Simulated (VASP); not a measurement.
# CaS (Oldhamite) (Fm-3m) in VASP: a series of runs, part 3 of 3

VASP 6.6.1. The steps go on from the part before.

## (6) Single point, r2SCAN

This run uses another cell than the first one, of 24.13 Å³/atom, 1.105 times its volume.

The input, POSCAR:

```
CaS
1.0
    0.0000000000      2.8896148424      2.8896148424
    2.8896148424      0.0000000000      2.8896148424
    2.8896148424      2.8896148424      0.0000000000
Ca S
1 1
Direct
    0.0000000000      0.0000000000      0.0000000000
    0.5000000000      0.5000000000      0.5000000000
```

The input, INCAR.step1:

```
PREC = Accurate
ENCUT = 550
ISMEAR = 0
SIGMA = 0.01
LREAL = F
LASPH = T
NELM = 120
NBANDS = 15
GGA = PE
ALGO = Normal
EDIFF = 1E-5
LWAVE = T
LCHARG = F
GGA_COMPAT = F
```

The input, INCAR.step2:

```
PREC = Accurate
ENCUT = 550
EDIFF = 1E-6
ISMEAR = 0
SIGMA = 0.01
LREAL = F
LASPH = T
NELM = 120
ALGO = Normal
ISIF = 2
LWAVE = F
LCHARG = F
METAGGA = R2SCAN
LMIXTAU = T
NBANDS = 15
ISTART = 1
GGA_COMPAT = F
```

The input, KPOINTS:

```
Automatic mesh
0
Gamma
  5 5 5
```

Potentials or basis: VASP PAW PBE potentials, release 64 (Ca_sv, S).

Started as:

```sh
> cat potpaw_PBE.64/Ca_sv/POTCAR potpaw_PBE.64/S/POTCAR > POTCAR
> cp INCAR.step1 INCAR
> mpirun -np 1 vasp_std > vasp.out
> cp INCAR.step2 INCAR
> mpirun -np 1 vasp_std > vasp.out
```

OUTCAR:

```text
PREC = Accurate
   ENCUT = 550
   EDIFF = 1E-6
   ISMEAR = 0
   LREAL = F
   LASPH = T
   NELM = 120
   ISIF = 2
   METAGGA = R2SCAN
   ISTART = 1

 ion  position               nearest neighbor table
   1  0.000  0.000  0.000-   2 2.89   2 2.89   2 2.89   2 2.89   2 2.89   2 2.89
   2  0.500  0.500  0.500-   1 2.89   1 2.89   1 2.89   1 2.89   1 2.89   1 2.89

  LATTYP: Found a face centered cubic cell.
 ALAT       =     5.7792296848

  Lattice vectors:

 A1 = (   0.0000000000,   2.8896148424,   2.8896148424)
 A2 = (   2.8896148424,   0.0000000000,   2.8896148424)
 A3 = (   2.8896148424,   2.8896148424,   0.0000000000)

Analysis of symmetry for initial positions (statically):
=====================================================================
 Subroutine PRICEL returns:
 Original cell was already a primitive cell.

 Routine SETGRP: Setting up the symmetry group for a
 face centered cubic supercell.

 Subroutine GETGRP returns: Found 48 space group operations
 (whereof 48 operations were pure point group operations)
 out of a pool of 48 trial point group operations.

The static configuration has the point symmetry O_h .

Analysis of symmetry for dynamics (positions and initial velocities):
=====================================================================
 Subroutine PRICEL returns:
 Original cell was already a primitive cell.

 Routine SETGRP: Setting up the symmetry group for a
 face centered cubic supercell.

 Subroutine GETGRP returns: Found 48 space group operations
 (whereof 48 operations were pure point group operations)
 out of a pool of 48 trial point group operations.

The dynamic configuration has the point symmetry O_h .

 Subroutine INISYM returns: Found 48 space group operations
 (whereof 48 operations are pure point group operations),
 and found     1 'primitive' translations

----------------------------------------------------------------------------------------

                                     Primitive cell

  volume of cell :      48.2558

  direct lattice vectors                    reciprocal lattice vectors
     0.000000000  2.889614842  2.889614842    -0.173033441  0.173033441  0.173033441
     2.889614842  0.000000000  2.889614842     0.173033441 -0.173033441  0.173033441
     2.889614842  2.889614842  0.000000000     0.173033441  0.173033441 -0.173033441

  length of vectors
     4.086532500  4.086532500  4.086532500     0.299702712  0.299702712  0.299702712

  position of ions in fractional coordinates (direct lattice)
     0.000000000  0.000000000  0.000000000
     0.500000000  0.500000000  0.500000000

  ion indices of the primitive-cell ions
   primitive index   ion index
                 1           1
                 2           2

----------------------------------------------------------------------------------------

 KPOINTS: Automatic mesh

Automatic generation of k-mesh.
 Grid dimensions read from file:
 generate k-points for:    5    5    5

 Generating k-lattice:

  Cartesian coordinates                     Fractional coordinates (reciprocal lattice)
    -0.034606688  0.034606688  0.034606688     0.200000000  0.000000000  0.000000000
     0.034606688 -0.034606688  0.034606688     0.000000000  0.200000000  0.000000000
     0.034606688  0.034606688 -0.034606688     0.000000000  0.000000000  0.200000000
[... 25 lines left out ...]
   number of dos      NEDOS =    301   number of ions     NIONS =      2
   total plane-waves  NPLWV =  32768
   dimension x,y,z NGX =    32 NGY =   32 NGZ =   32
   dimension x,y,z NGXF=    64 NGYF=   64 NGZF=   64
   ions per type =               1   1
   NGX,Y,Z   is equivalent  to a cutoff of  13.02, 13.02, 13.02 a.u.
   NGXF,Y,Z  is equivalent  to a cutoff of  26.04, 26.04, 26.04 a.u.
 SYSTEM =  unknown system
   PREC   = accura    normal or accurate (medium, high low for compatibility)
   ISTART =      1    job   : 0-new  1-cont  2-samecut
   ICHARG =      0    charge: 1-file 2-atom 10-const
   ISPIN  =      1    spin polarized calculation?
   LNONCOLLINEAR =      F non collinear calculations
   LSORBIT =      F    spin-orbit coupling
   LASPH  =      T    aspherical Exc in radial PAW
   ENCUT  =  550.0 eV  40.42 Ry    6.36 a.u.   7.81  7.81  7.81*2*pi/ulx,y,z
   NELM   =    120;   NELMIN=  2; NELMDL=  0     # of ELM steps
   EDIFF  = 0.1E-05   stopping-criterion for ELM
   LREAL  =      F    real-space projection
   EDIFFG = 0.1E-04   stopping-criterion for IOM
   NSW    =      0    number of steps for IOM
   IBRION =     -1    ionic relax: 0-MD 1-quasi-New 2-CG
   NFREE  =      0    steps in history (QN), initial steepest desc. (CG)
   ISIF   =      2    stress and relaxation
   ISYM   =      2    0-nonsym 1-usesym 2-fastsym
   POTIM  = 0.5000    time-step for ionic-motion
   TEBEG  =    0.0;   TEEND  =   0.0 temperature during run
   PSTRESS=    0.0 pullay stress
   NELECT =      16.0000    total number of electrons
   NUPDOWN=      -1.0000    fix difference up-down
   EMIN   =  10.00;   EMAX   =-10.00  energy-range for DOS
   EFERMI =   0.00;   METHOD = LEGACY
   ISMEAR =     0;   SIGMA  =   0.01  broadening in eV -4-tet -1-fermi 0-gaus
   EFERMI_NEDOS =   21; number of points for ismear=-14 and -15
   IALGO  =     38    algorithm
   IMIX   =      4    mixing-type and parameters
     AMIX     =   0.40;   BMIX     =  1.00
     AMIX_MAG =   1.60;   BMIX_MAG =  1.00
  volume/ion in A,a.u.               =      24.13       162.82
  Fermi-wavevector in a.u.,A,eV,Ry     =   1.133091  2.141232 17.468461  1.283896
  Thomas-Fermi vector in A             =   2.269793
   LORBIT       =      0    0 simple, 1 ext, 2 COOP (PROOUT), +10 PAW based schemes
   METAGGA = R2SCAN    functional components
   LHFCALC =     F    Hartree Fock is set to
   AEXX    =    0.0000 exact exchange contribution
   IVDW    =     0    specifies the selected vdW correction
   LEPSILON=     F    determine dielectric tensor
   LRPA    =     F    only Hartree local field effects (RPA)
 non-spin polarized calculation
 Gauss-broadening in eV      SIGMA  =   0.01
  energy-cutoff  :      550.00
  volume of cell :       48.26
 maximum number of plane-waves:      1422
   NGX = 15   NGY = 15   NGZ = 15

 number of electron      16.0000001 magnetization

 Free energy of the ion-electron system (eV)
  ---------------------------------------------------
  ext. energy  EPLUGINS =         0.00000000
  ---------------------------------------------------
  free energy    TOTEN  =       -19.92850194 eV

  energy without entropy =      -19.92850194  energy(sigma->0) =      -19.92850194

 E-fermi :   2.2481     XC(G=0):  -9.5817

 val. band max:        2.1846329052   @ k =   0.0000   0.0000   0.0000
 cond. band min:       5.2087355451   @ k =   0.4000   0.4000   0.0000
 fundamental gap:      3.0241026399
 Fermi energy:         2.2480948866

 k-point     1 :       0.0000    0.0000    0.0000
  band No.  band energies     occupation
      1     -38.6981      2.00000
      2     -18.7916      2.00000
      3     -18.7916      2.00000
      4     -18.7916      2.00000
      5      -9.4656      2.00000
      6       2.1846      2.00000
      7       2.1846      2.00000
      8       2.1846      2.00000
      9       6.8196      0.00000
     10       6.8583      0.00000
     11       6.8583      0.00000
     12       6.8583      0.00000
     13       7.4597      0.00000
     14       7.4597      0.00000
[... 149 lines left out ...]
      2     -18.8814      2.00000
      3     -18.8481      2.00000
      4     -18.8254      2.00000
      5      -8.7861      2.00000
      6       0.0402      2.00000
      7       0.7472      2.00000
      8       0.9658      2.00000
      9       6.8854      0.00000
     10       8.2628      0.00000
     11       8.6328      0.00000
     12       9.2871      0.00000
     13       9.5347      0.00000
     14      11.0146      0.00000
     15      11.9616      0.00000

------------------------ aborting loop because EDIFF is reached ----------------------------------------

  FORCE on cell =-STRESS in cart. coord.  units (eV):
  Direction    XX          YY          ZZ          XY          YZ          ZX
  --------------------------------------------------------------------------------------
  -------------------------------------------------------------------------------------
  Total       -0.6559173     -0.6559173     -0.6559173      0.0000000      0.0000000      0.0000000
  in kB      -21.7775894    -21.7775894    -21.7775894      0.0000000      0.0000000      0.0000000
  external PRESSURE =     -21.7775894 kB  Pullay stress =       0.0000000 kB

 VOLUME and BASIS-vectors are now :
 -----------------------------------------------------------------------------
  energy-cutoff  :      550.00
  volume of cell :       48.26
      direct lattice vectors                 reciprocal lattice vectors
     0.000000000  2.889614842  2.889614842    -0.173033441  0.173033441  0.173033441
     2.889614842  0.000000000  2.889614842     0.173033441 -0.173033441  0.173033441
     2.889614842  2.889614842  0.000000000     0.173033441  0.173033441 -0.173033441

 POSITION                                       TOTAL-FORCE (eV/Angst)
 -----------------------------------------------------------------------------------
      0.00000      0.00000      0.00000         0.000000     -0.000000     -0.000000
      2.88961      2.88961      2.88961        -0.000000      0.000000      0.000000
 -----------------------------------------------------------------------------------
    total drift:                                0.000000     -0.000000     -0.000000

  FREE ENERGIE OF THE ION-ELECTRON SYSTEM (eV)
  ---------------------------------------------------
  free  energy   TOTEN  =       -19.9285019372 eV

  energy  without entropy=      -19.9285019372  energy(sigma->0) =      -19.92850194
```

OUTCAR.step1:

```text
PREC = Accurate
   ENCUT = 550
   ISMEAR = 0
   LREAL = F
   LASPH = T
[... 383 lines left out ...]
 -----------------------------------------------------------------------------------
      0.00000      0.00000      0.00000         0.000000      0.000000      0.000000
      2.88961      2.88961      2.88961         0.000000      0.000000     -0.000000
 -----------------------------------------------------------------------------------
    total drift:                                0.000000     -0.000000     -0.000000

  FREE ENERGIE OF THE ION-ELECTRON SYSTEM (eV)
  ---------------------------------------------------
  free  energy   TOTEN  =       -10.3554024591 eV

  energy  without entropy=      -10.3554024591  energy(sigma->0) =      -10.35540246
```

OSZICAR.step1:

```text
N       E                     dE             d eps       ncg     rms          rms(c)
DAV:   1     0.114071033946E+03    0.11407E+03   -0.80710E+03   300   0.106E+03
DAV:   2    -0.470402730868E+01   -0.11878E+03   -0.11214E+03   363   0.253E+02
DAV:   3    -0.103737029842E+02   -0.56697E+01   -0.56133E+01   377   0.528E+01
DAV:   4    -0.106193885403E+02   -0.24569E+00   -0.24546E+00   449   0.987E+00
DAV:   5    -0.106231718292E+02   -0.37833E-02   -0.37832E-02   406   0.133E+00    0.501E+00
DAV:   6    -0.103528585182E+02    0.27031E+00   -0.42611E-01   363   0.334E+00    0.331E+00
DAV:   7    -0.103479300338E+02    0.49285E-02   -0.11318E-01   386   0.206E+00    0.179E+00
DAV:   8    -0.103555805926E+02   -0.76506E-02   -0.20869E-02   328   0.118E+00    0.353E-01
DAV:   9    -0.103550608807E+02    0.51971E-03   -0.11344E-03   384   0.311E-01    0.975E-02
DAV:  10    -0.103553563702E+02   -0.29549E-03   -0.33759E-04   357   0.130E-01    0.296E-02
DAV:  11    -0.103554025036E+02   -0.46133E-04   -0.85229E-05   356   0.723E-02    0.242E-02
DAV:  12    -0.103554024591E+02    0.44422E-07   -0.50230E-06   220   0.164E-02
   1 F= -.10355402E+02 E0= -.10355402E+02  d E =-.239144E-33
```

Wall time 39 s (1 thread of AMD EPYC 7R13 (Zen 3), shared host); peak memory 0.16 GiB.

What came out:

```yaml
Free_energy: -19.9285 eV
Pressure: -2.2 GPa
Band_gap_on_the_k_mesh: 3.02 eV, indirect (least direct gap 3.77 eV)
```

Levels at points of the mesh, in eV from the valence-band top:
```csv
k point,band 6,band 7,band 8,band 9,band 10,band 11
"(0.00, 0.00, 0.00)",0.00,0.00,0.00,4.63,4.67,4.67
```

Caveat: the PAW data sets were made with another functional, which shifts forces and pressure a little.

## (7) The runs side by side

```tsv
cell	gap on the mesh (eV)	pressure (GPa)
a = 3.952 Å, angles 60.0°, 2 atoms	2.80	4.3
a = 3.987 Å, angles 60.0°, 2 atoms	2.87	2.4
a = 4.021 Å, angles 60.0°, 2 atoms	2.92	0.7
a = 4.054 Å, angles 60.0°, 2 atoms	2.98	-0.9
a = 4.087 Å, angles 60.0°, 2 atoms	3.02	-2.2
```

Alike in all rows: task single point; level r2SCAN; potentials or basis VASP PAW PBE potentials, release 64 (Ca_sv, S); no spin polarisation; k mesh 5 × 5 × 5; cutoff (eV) 550; smearing gaussian 0.01 eV.

Caveats: the PAW data sets were made with another functional, which shifts forces and pressure a little.

Total energies depend on the potentials used, so only differences within one code and one set of settings carry meaning.
